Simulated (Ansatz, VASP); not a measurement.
**AlNi in VASP and in Ansatz**

File POSCAR:

```
AlNi
1.0
    1.9200181183     -1.9425589801     -0.0037790393
    1.9512319427      1.9735411424      0.0255001712
    0.0173630105      0.0232309344      3.1752880394
Al Ni
1 1
Direct
   -0.0042343019      0.0203536993     -0.0081235684
    0.5000516049      0.4946897599      0.4962920952
```

INCAR.step1

```
  PREC = Accurate
  ENCUT = 520
  ISMEAR = 0
  SIGMA = 0.1
  LREAL = False
  LASPH = True
  NELM = 80
  NBANDS = 14
  GGA = PE
  ALGO = Normal
  EDIFF = 1E-4
  LWAVE = True
  LCHARG = False
```

Contents of INCAR.step2:

```
  PREC = Accurate
  ENCUT = 520
  EDIFF = 1E-7
  ISMEAR = 0
  SIGMA = 0.1
  LREAL = False
  LASPH = True
  NELM = 80
  ALGO = Normal
  ISIF = 2
  LWAVE = False
  LCHARG = True
  METAGGA = R2SCAN
  LMIXTAU = True
  LELF = True
  LVHAR = True
  NBANDS = 14
  ISTART = 1
```

KPOINTS

```
regular mesh
0
Gamma
  10 10 10
```

Input for Ansatz:

```yaml
crystal:
  lattice:
    - [1.9200181183, -1.9425589801, -0.0037790393]
    - [1.9512319427, 1.9735411424, 0.0255001712]
    - [0.0173630105, 0.0232309344, 3.1752880394]
  atoms:
    - { symbol: Al, position: [-0.0042343019, 0.0203536993, -0.0081235684] }
    - { symbol: Ni, position: [0.5000516049, 0.4946897599, 0.4962920952] }
basis:
  ecutwfc: 600
kpoints:
  mp_grid: { grid: [10, 10, 10] }
hamiltonian:
  xc: r2scan
scf:
  occupations: { method: gaussian, width: 0.1 }
output:
  forces: true
  stress: true
  eigenvalues: true
```

Change from the starting cell: ecut displaced: 600 eV.

Alike in both runs: task single point; functional r2SCAN; k mesh 10 × 10 × 10; occupations gaussian, width 0.1 eV; no spin polarisation.

|  | VASP | Ansatz |
| --- | --- | --- |
| version | VASP 6.6.1 | Ansatz 0.2.0 |
| potentials or method | VASP PAW PBE potentials, release 64 (Al, Ni), cutoff 520 eV | scalar-relativistic, plane waves, PAW |
| valence electrons in the cell | 13 | 21 |

|  | VASP | Ansatz | Ansatz less VASP |
| --- | --- | --- | --- |
| gap on the k mesh at the Fermi level (eV) | none | none | - |
| pressure (GPa) | -3.2 | -3.0 | +0.23 |
| traceless stress, the component that is largest in VASP (GPa) | -5.16 | -4.97 | +0.185 |
| rms of the force components (eV/Å) | 0.236 | 0.234 | -0.0018 |

VASP's potentials were made for PBE, not for r2SCAN. Atom by atom the forces differ by 0.002 eV/Å (rms over components). A gap of «none» marks a metal or a gap that the smearing closes. The functional is the same, so the differences come from potentials, cutoffs and numerics. VASP's potentials hold 13 valence electrons a cell and Ansatz's 21, so a difference there can come from the potentials and not from the codes.
